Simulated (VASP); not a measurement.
# YTl (Pm-3m) in VASP: notebook

Runs on YTl. Level: LDA. Tasks: single point.

Everything below comes from runs of VASP 6.6.1. Logs are shortened: lines on timing, memory, paths and dates and some standing lists are left out, and cuts for length are marked.

## (1) The cell of the first run

It takes space group Pm-3m (No. 221, cubic). Conventional cell: a = 3.738 Å, b = 3.738 Å, c = 3.738 Å, α = 90.00°, β = 90.00°, γ = 90.00°. Within 4.3 Å of Y (site symmetry m-3m) lie 8 Tl at 3.24 Å and 6 Y at 3.74 Å. Tl (site symmetry m-3m) has 8 Y at 3.24 Å and 6 Tl at 3.74 Å within 4.3 Å.

## (2) Single point, LDA (26.12 Å³/atom)

The input, INCAR:

```
  ALGO = Normal
  EDIFF = 1E-7
  ENCUT = 520
  ISIF = 2
  ISMEAR = -1
  LASPH = T
  LCHARG = F
  LREAL = F
  LWAVE = F
  NBANDS = 19
  NELM = 80
  PREC = Accurate
  SIGMA = 0.08
```

The input, KPOINTS:

```
k-points
0
Gamma
  11 11 11
```

The input, POSCAR:

```
YTl
1.0
    3.7384547558      0.0000000000      0.0000000000
    0.0000000000      3.7384547558      0.0000000000
    0.0000000000      0.0000000000      3.7384547558
Y Tl
1 1
Direct
    0.5000000000      0.5000000000      0.5000000000
    0.0000000000      0.0000000000      0.0000000000
```

Potentials or basis: VASP PAW LDA potentials, release 64 (Y_sv, Tl_d).

The run is started by

```console
> cat potpaw_LDA.64/Y_sv/POTCAR potpaw_LDA.64/Tl_d/POTCAR > POTCAR
> mpirun -np 1 vasp_std > vasp.out
```

OUTCAR:

```text
EDIFF = 1E-7
   ENCUT = 520
   ISIF = 2
   ISMEAR = -1
   LASPH = T
   LREAL = F
   NELM = 80
   PREC = Accurate

 ion  position               nearest neighbor table
   1  0.500  0.500  0.500-   2 3.24   2 3.24   2 3.24   2 3.24   2 3.24   2 3.24   2 3.24   2 3.24

   2  0.000  0.000  0.000-   1 3.24   1 3.24   1 3.24   1 3.24   1 3.24   1 3.24   1 3.24   1 3.24

  LATTYP: Found a simple cubic cell.
 ALAT       =     3.7384547558

  Lattice vectors:

 A1 = (   3.7384547558,   0.0000000000,   0.0000000000)
 A2 = (   0.0000000000,   3.7384547558,   0.0000000000)
 A3 = (   0.0000000000,   0.0000000000,   3.7384547558)

Analysis of symmetry for initial positions (statically):
=====================================================================
 Subroutine PRICEL returns:
 Original cell was already a primitive cell.

 Routine SETGRP: Setting up the symmetry group for a
 simple cubic supercell.

 Subroutine GETGRP returns: Found 48 space group operations
 (whereof 48 operations were pure point group operations)
 out of a pool of 48 trial point group operations.

The static configuration has the point symmetry O_h .

Analysis of symmetry for dynamics (positions and initial velocities):
=====================================================================
 Subroutine PRICEL returns:
 Original cell was already a primitive cell.

 Routine SETGRP: Setting up the symmetry group for a
 simple cubic supercell.

 Subroutine GETGRP returns: Found 48 space group operations
 (whereof 48 operations were pure point group operations)
 out of a pool of 48 trial point group operations.

The dynamic configuration has the point symmetry O_h .

 Subroutine INISYM returns: Found 48 space group operations
 (whereof 48 operations are pure point group operations),
 and found     1 'primitive' translations

----------------------------------------------------------------------------------------

                                     Primitive cell

  volume of cell :      52.2488

  direct lattice vectors                    reciprocal lattice vectors
     3.738454756  0.000000000  0.000000000     0.267490197  0.000000000  0.000000000
     0.000000000  3.738454756  0.000000000     0.000000000  0.267490197  0.000000000
     0.000000000  0.000000000  3.738454756     0.000000000  0.000000000  0.267490197

  length of vectors
     3.738454756  3.738454756  3.738454756     0.267490197  0.267490197  0.267490197

  position of ions in fractional coordinates (direct lattice)
     0.500000000  0.500000000  0.500000000
     0.000000000  0.000000000  0.000000000

  ion indices of the primitive-cell ions
   primitive index   ion index
                 1           1
                 2           2

----------------------------------------------------------------------------------------

 KPOINTS: k-points

Automatic generation of k-mesh.
 Grid dimensions read from file:
 generate k-points for:   11   11   11

 Generating k-lattice:

  Cartesian coordinates                     Fractional coordinates (reciprocal lattice)
     0.024317291  0.000000000  0.000000000     0.090909091  0.000000000  0.000000000
     0.000000000  0.024317291  0.000000000     0.000000000  0.090909091  0.000000000
     0.000000000  0.000000000  0.024317291     0.000000000  0.000000000  0.090909091

  Length of vectors
     0.024317291  0.024317291  0.024317291

  Shift w.r.t. Gamma in fractional coordinates (k-lattice)
     0.000000000  0.000000000  0.000000000

 Subroutine IBZKPT returns following result:
 ===========================================

 Found     56 irreducible k-points:

 Following reciprocal coordinates:
            Coordinates               Weight
  0.000000  0.000000  0.000000      1.000000
  0.090909  0.000000  0.000000      6.000000
  0.181818  0.000000  0.000000      6.000000
  0.272727  0.000000  0.000000      6.000000
  0.363636  0.000000  0.000000      6.000000
  0.454545  0.000000  0.000000      6.000000
[... 16 lines left out ...]
  0.181818  0.090909  0.090909     24.000000
  0.272727  0.090909  0.090909     24.000000
 [... further k-points ...]
   k-points           NKPTS =     56   k-points in BZ     NKDIM =     56   number of bands    NBANDS=     19
   number of dos      NEDOS =    301   number of ions     NIONS =      2
   total plane-waves  NPLWV =  21952
   dimension x,y,z NGX =    28 NGY =   28 NGZ =   28
   dimension x,y,z NGXF=    56 NGYF=   56 NGZF=   56
   ions per type =               1   1
   NGX,Y,Z   is equivalent  to a cutoff of  12.45, 12.45, 12.45 a.u.
   NGXF,Y,Z  is equivalent  to a cutoff of  24.90, 24.90, 24.90 a.u.
 SYSTEM =  unknown system
   PREC   = accura    normal or accurate (medium, high low for compatibility)
   ISTART =      0    job   : 0-new  1-cont  2-samecut
   ICHARG =      2    charge: 1-file 2-atom 10-const
   ISPIN  =      1    spin polarized calculation?
   LNONCOLLINEAR =      F non collinear calculations
   LSORBIT =      F    spin-orbit coupling
   LASPH  =      T    aspherical Exc in radial PAW
   ENCUT  =  520.0 eV  38.22 Ry    6.18 a.u.   6.95  6.95  6.95*2*pi/ulx,y,z
   NELM   =     80;   NELMIN=  2; NELMDL= -5     # of ELM steps
   EDIFF  = 0.1E-06   stopping-criterion for ELM
   LREAL  =      F    real-space projection
   EDIFFG = 0.1E-05   stopping-criterion for IOM
   NSW    =      0    number of steps for IOM
   IBRION =     -1    ionic relax: 0-MD 1-quasi-New 2-CG
   NFREE  =      0    steps in history (QN), initial steepest desc. (CG)
   ISIF   =      2    stress and relaxation
   ISYM   =      2    0-nonsym 1-usesym 2-fastsym
   POTIM  = 0.5000    time-step for ionic-motion
   TEBEG  =    0.0;   TEEND  =   0.0 temperature during run
   PSTRESS=    0.0 pullay stress
   NELECT =      24.0000    total number of electrons
   NUPDOWN=      -1.0000    fix difference up-down
   EMIN   =  10.00;   EMAX   =-10.00  energy-range for DOS
   EFERMI =   0.00;   METHOD = LEGACY
   ISMEAR =    -1;   SIGMA  =   0.08  broadening in eV -4-tet -1-fermi 0-gaus
   EFERMI_NEDOS =   21; number of points for ismear=-14 and -15
   IALGO  =     38    algorithm
   IMIX   =      4    mixing-type and parameters
     AMIX     =   0.40;   BMIX     =  1.00
     AMIX_MAG =   1.60;   BMIX_MAG =  1.00
  volume/ion in A,a.u.               =      26.12       176.30
  Fermi-wavevector in a.u.,A,eV,Ry     =   1.263145  2.386997 21.708566  1.595535
  Thomas-Fermi vector in A             =   2.396517
   LORBIT       =      0    0 simple, 1 ext, 2 COOP (PROOUT), +10 PAW based schemes
   GGA     = CA    functional components
   LHFCALC =     F    Hartree Fock is set to
   AEXX    =    0.0000 exact exchange contribution
   IVDW    =     0    specifies the selected vdW correction
   LEPSILON=     F    determine dielectric tensor
   LRPA    =     F    only Hartree local field effects (RPA)
 non-spin polarized calculation
  energy-cutoff  :      520.00
  volume of cell :       52.25
 maximum number of plane-waves:      1425
 NGX is ok and might be reduce to    28
   NGX = 13   NGY = 13   NGZ = 13

 number of electron      24.0000012 magnetization

 Free energy of the ion-electron system (eV)
  ---------------------------------------------------
  ext. energy  EPLUGINS =         0.00000000
  ---------------------------------------------------
  free energy    TOTEN  =       -10.90041951 eV

  energy without entropy =      -10.87303848  energy(sigma->0) =      -10.88672899

 E-fermi :   6.0057     XC(G=0): -10.7853

 val. band max:        5.9783348397   @ k =   0.3636   0.0909   0.0909
 cond. band min:       6.0521156101   @ k =   0.4545   0.0909   0.0000
 fundamental gap:      0.0737807704
 Fermi energy:         6.0056793388

 k-point     1 :       0.0000    0.0000    0.0000
  band No.  band energies     occupation
      1     -36.7783      2.00000
      2     -16.8195      2.00000
      3     -16.8195      2.00000
      4     -16.8195      2.00000
      5      -5.7438      2.00000
      6      -5.7438      2.00000
[... 11 lines left out ...]
     18       9.5146      0.00000
     19      11.6353      0.00000

 k-point     2 :       0.0909    0.0000    0.0000
  band No.  band energies     occupation
      1     -36.7772      2.00000
      2     -16.8392      2.00000
      3     -16.8183      2.00000
      4     -16.8183      2.00000
      5      -5.7402      2.00000
      6      -5.7205      2.00000
[... 11 lines left out ...]
     18      10.2608      0.00000
     19      12.3336      0.00000

 k-point     3 :       0.1818    0.0000    0.0000
  band No.  band energies     occupation
      1     -36.7742      2.00000
      2     -16.8915      2.00000
      3     -16.8150      2.00000
      4     -16.8150      2.00000
      5      -5.7307      2.00000
      6      -5.6586      2.00000
[... 11 lines left out ...]
     18      11.2528      0.00000
     19      13.3730      0.00000

 k-point     4 :       0.2727    0.0000    0.0000
  band No.  band energies     occupation
      1     -36.7702      2.00000
      2     -16.9589      2.00000
      3     -16.8107      2.00000
      4     -16.8107      2.00000
      5      -5.7181      2.00000
      6      -5.5784      2.00000
[... 11 lines left out ...]
     18      12.3270      0.00000
     19      13.9630      0.00000

 k-point     5 :       0.3636    0.0000    0.0000
  band No.  band energies     occupation
      1     -36.7666      2.00000
      2     -17.0199      2.00000
      3     -16.8067      2.00000
      4     -16.8067      2.00000
      5      -5.7064      2.00000
      6      -5.5388      2.00000
[... 11 lines left out ...]
     18      13.4814      0.00000
     19      13.9569      0.00000
[... 334 lines left out ...]
      2     -17.0122      2.00000
      3     -17.0110      2.00000
      4     -16.7793      2.00000
      5      -5.7452      2.00000
      6      -5.6081      2.00000
[... 11 lines left out ...]
     18      11.8621      0.00000
     19      11.8805      0.00000

 k-point    22 :       0.0909    0.0909    0.0909
  band No.  band energies     occupation
      1     -36.7750      2.00000
      2     -16.8405      2.00000
      3     -16.8342      2.00000
      4     -16.8342      2.00000
      5      -5.7039      2.00000
      6      -5.7039      2.00000
[... 11 lines left out ...]
     18      10.2569      0.00000
     19      13.7622      0.00000

 k-point    23 :       0.1818    0.0909    0.0909
  band No.  band energies     occupation
      1     -36.7720      2.00000
      2     -16.8880      2.00000
      3     -16.8334      2.00000
      4     -16.8308      2.00000
      5      -5.6957      2.00000
      6      -5.6417      2.00000
[... 11 lines left out ...]
     18      11.2608      0.00000
     19      14.8478      0.00000

 k-point    24 :       0.2727    0.0909    0.0909
  band No.  band energies     occupation
      1     -36.7680      2.00000
      2     -16.9539      2.00000
      3     -16.8277      2.00000
      4     -16.8264      2.00000
      5      -5.6849      2.00000
      6      -5.5616      2.00000
[... 11 lines left out ...]
     18      12.2870      0.00000
     19      14.9608      0.00000

 [... further k-points ...]
[... 5 lines left out ...]
  --------------------------------------------------------------------------------------
  -------------------------------------------------------------------------------------
  Total       -0.7664977     -0.7664977     -0.7664977      0.0000000      0.0000000      0.0000000
  in kB      -23.5041761    -23.5041761    -23.5041761      0.0000000      0.0000000      0.0000000
  external PRESSURE =     -23.5041761 kB  Pullay stress =       0.0000000 kB

 VOLUME and BASIS-vectors are now :
 -----------------------------------------------------------------------------
  energy-cutoff  :      520.00
  volume of cell :       52.25
      direct lattice vectors                 reciprocal lattice vectors
     3.738454756  0.000000000  0.000000000     0.267490197  0.000000000  0.000000000
     0.000000000  3.738454756  0.000000000     0.000000000  0.267490197  0.000000000
     0.000000000  0.000000000  3.738454756     0.000000000  0.000000000  0.267490197

 POSITION                                       TOTAL-FORCE (eV/Angst)
 -----------------------------------------------------------------------------------
      1.86923      1.86923      1.86923         0.000000      0.000000      0.000000
      0.00000      0.00000      0.00000         0.000000      0.000000      0.000000
 -----------------------------------------------------------------------------------
    total drift:                                0.000000      0.000000      0.000000

  FREE ENERGIE OF THE ION-ELECTRON SYSTEM (eV)
  ---------------------------------------------------
  free  energy   TOTEN  =       -10.9004195071 eV

  energy  without entropy=      -10.8730384763  energy(sigma->0) =      -10.88672899
```

Run time: 24 s. Hardware: 1 thread of AMD EPYC 9R45 (Zen 5), shared host; peak memory 0.17 GiB.

What came out:

- Free energy: -10.9004 eV
- Pressure: -2.4 GPa
- Band gap on the k mesh: zero (bands 12 and 13 overlap by 2.20 eV)

Caveat: spin-orbit coupling is left out, which moves the levels of the heavy elements.

## (3) Single point, LDA (26.65 Å³/atom)

This run uses another cell than the first one, of 26.65 Å³/atom.

The input, INCAR:

```
ALGO = Normal
EDIFF = 1E-6
ENCUT = 520
ISIF = 2
ISMEAR = -1
LASPH = True
LCHARG = True
LELF = True
LREAL = False
LVHAR = True
LWAVE = False
NBANDS = 19
NELM = 60
PREC = Accurate
SIGMA = 0.08
```

KPOINTS is that of step 2.

The input, POSCAR:

```
YTl
1.0
    3.7634618856      0.0000000000      0.0000000000
    0.0000000000      3.7634618856      0.0000000000
    0.0000000000      0.0000000000      3.7634618856
Y Tl
1 1
Direct
    0.5000000000      0.5000000000      0.5000000000
    0.0000000000      0.0000000000      0.0000000000
```

Potentials or basis: VASP PAW LDA potentials, release 64 (Y_sv, Tl_d).

The run is started by

```console
> cat potpaw_LDA.64/Y_sv/POTCAR potpaw_LDA.64/Tl_d/POTCAR > POTCAR
> mpirun -np 1 vasp_std > vasp.out
```

Run time: 22 s. Hardware: 1 thread of AMD EPYC 9R45 (Zen 5), shared host; peak memory 0.17 GiB.

It converged, with:

```
Free energy            : -10.8815 eV
Pressure               : -3.5 GPa
Band gap on the k mesh : zero (bands 12 and 13 overlap by 2.18 eV)
```

Levels at points of the mesh, in eV from the Fermi level:
```tsv
k point	band 8	band 9	band 10	band 11	band 12	band 13	band 14	band 15	band 16	band 17
(0.00, 0.00, 0.00)	-11.47	-11.47	-9.01	-0.14	-0.14	3.04	3.04	3.04	3.43	3.43
```

Caveat: the cell stands under tension; spin-orbit coupling is left out, which moves the levels of the heavy elements.

## (4) Single point, LDA (26.92 Å³/atom)

This run uses another cell than the first one, of 26.92 Å³/atom.

The input, INCAR:

```
SYSTEM = YTl
PREC = Accurate
ENCUT = 520
EDIFF = 1E-6
ISMEAR = -1
SIGMA = 0.08
LREAL = .False.
LASPH = .True.
NELM = 60
ALGO = Normal
ISIF = 2
LWAVE = .False.
LCHARG = .False.
NBANDS = 19
```

The input, KPOINTS:

```
regular mesh
0
Gamma
  11 11 11
  0 0 0
```

The input, POSCAR:

```
YTl
1.0
    3.7758417836      0.0000000000      0.0000000000
    0.0000000000      3.7758417836      0.0000000000
    0.0000000000      0.0000000000      3.7758417836
Y Tl
1 1
Direct
    0.5000000000      0.5000000000      0.5000000000
    0.0000000000      0.0000000000      0.0000000000
```

Potentials or basis: VASP PAW LDA potentials, release 64 (Y_sv, Tl_d).

The run is started by

```console
> cat potpaw_LDA.64/Y_sv/POTCAR potpaw_LDA.64/Tl_d/POTCAR > POTCAR
> mpirun -np 1 vasp_std > vasp.out
```

OUTCAR:

```text
SYSTEM = YTl
   PREC = Accurate
   ENCUT = 520
   EDIFF = 1E-6
   ISMEAR = -1
   LREAL = .False.
   LASPH = .True.
   NELM = 60
   ISIF = 2

 ion  position               nearest neighbor table
   1  0.500  0.500  0.500-   2 3.27   2 3.27   2 3.27   2 3.27   2 3.27   2 3.27   2 3.27   2 3.27

   2  0.000  0.000  0.000-   1 3.27   1 3.27   1 3.27   1 3.27   1 3.27   1 3.27   1 3.27   1 3.27

  LATTYP: Found a simple cubic cell.
 ALAT       =     3.7758417836

  Lattice vectors:

 A1 = (   3.7758417836,   0.0000000000,   0.0000000000)
 A2 = (   0.0000000000,   3.7758417836,   0.0000000000)
 A3 = (   0.0000000000,   0.0000000000,   3.7758417836)

Analysis of symmetry for initial positions (statically):
=====================================================================
 Subroutine PRICEL returns:
 Original cell was already a primitive cell.

 Routine SETGRP: Setting up the symmetry group for a
 simple cubic supercell.

 Subroutine GETGRP returns: Found 48 space group operations
 (whereof 48 operations were pure point group operations)
[... 153 lines left out ...]
 number of electron      24.0000003 magnetization

 Free energy of the ion-electron system (eV)
  ---------------------------------------------------
  ext. energy  EPLUGINS =         0.00000000
  ---------------------------------------------------
  free energy    TOTEN  =       -10.86940342 eV

  energy without entropy =      -10.83954638  energy(sigma->0) =      -10.85447490

 E-fermi :   5.7551     XC(G=0): -10.6461

 val. band max:        5.7518298889   @ k =   0.4545   0.0000   0.0000
 cond. band min:       5.8128504988   @ k =   0.4545   0.4545   0.0000
 fundamental gap:      0.0610206099
 Fermi energy:         5.7551272195

 k-point     1 :       0.0000    0.0000    0.0000
  band No.  band energies     occupation
      1     -37.1254      2.00000
      2     -17.1631      2.00000
      3     -17.1631      2.00000
      4     -17.1631      2.00000
      5      -5.9293      2.00000
      6      -5.9293      2.00000
[... 505 lines left out ...]
      6      -5.7616      2.00000
[... 11 lines left out ...]
     18      11.8345      0.00000
     19      14.5732      0.00000

 [... further k-points ...]
[... 5 lines left out ...]
  --------------------------------------------------------------------------------------
  -------------------------------------------------------------------------------------
  Total       -1.3380754     -1.3380754     -1.3380754      0.0000000     -0.0000000      0.0000000
  in kB      -39.8244527    -39.8244527    -39.8244527      0.0000000     -0.0000000      0.0000000
  external PRESSURE =     -39.8244527 kB  Pullay stress =       0.0000000 kB

 VOLUME and BASIS-vectors are now :
 -----------------------------------------------------------------------------
  energy-cutoff  :      520.00
  volume of cell :       53.83
      direct lattice vectors                 reciprocal lattice vectors
     3.775841784  0.000000000  0.000000000     0.264841605  0.000000000  0.000000000
     0.000000000  3.775841784  0.000000000     0.000000000  0.264841605  0.000000000
     0.000000000  0.000000000  3.775841784     0.000000000  0.000000000  0.264841605

 POSITION                                       TOTAL-FORCE (eV/Angst)
 -----------------------------------------------------------------------------------
      1.88792      1.88792      1.88792         0.000000      0.000000      0.000000
      0.00000      0.00000      0.00000         0.000000      0.000000      0.000000
 -----------------------------------------------------------------------------------
    total drift:                                0.000000      0.000000      0.000000

  FREE ENERGIE OF THE ION-ELECTRON SYSTEM (eV)
  ---------------------------------------------------
  free  energy   TOTEN  =       -10.8694034168 eV

  energy  without entropy=      -10.8395463843  energy(sigma->0) =      -10.85447490
```

It took 21 s on 1 thread of AMD EPYC 9R45 (Zen 5), shared host; peak memory 0.17 GiB.

Results:

```
Free energy            : -10.8694 eV
Pressure               : -4.0 GPa
Band gap on the k mesh : zero (bands 12 and 13 overlap by 2.17 eV)
```

Caveat: the cell stands under tension; spin-orbit coupling is left out, which moves the levels of the heavy elements.

## (5) The runs side by side

| cell | gap on the mesh (eV) | pressure (GPa) |
| --- | --- | --- |
| a = 3.738 Å, 2 atoms | none | -2.4 |
| a = 3.763 Å, 2 atoms | none | -3.5 |
| a = 3.776 Å, 2 atoms | none | -4.0 |

Alike in all rows: task single point; level LDA; potentials or basis VASP PAW LDA potentials, release 64 (Y_sv, Tl_d); no spin polarisation; k mesh 11 × 11 × 11; cutoff (eV) 520; smearing fermi-dirac 0.08 eV.

Caveats: spin-orbit coupling is left out, which moves the levels of the heavy elements; the cell stands under tension (at least some runs).

Absolute energies hang on the potentials; compare differences alone.
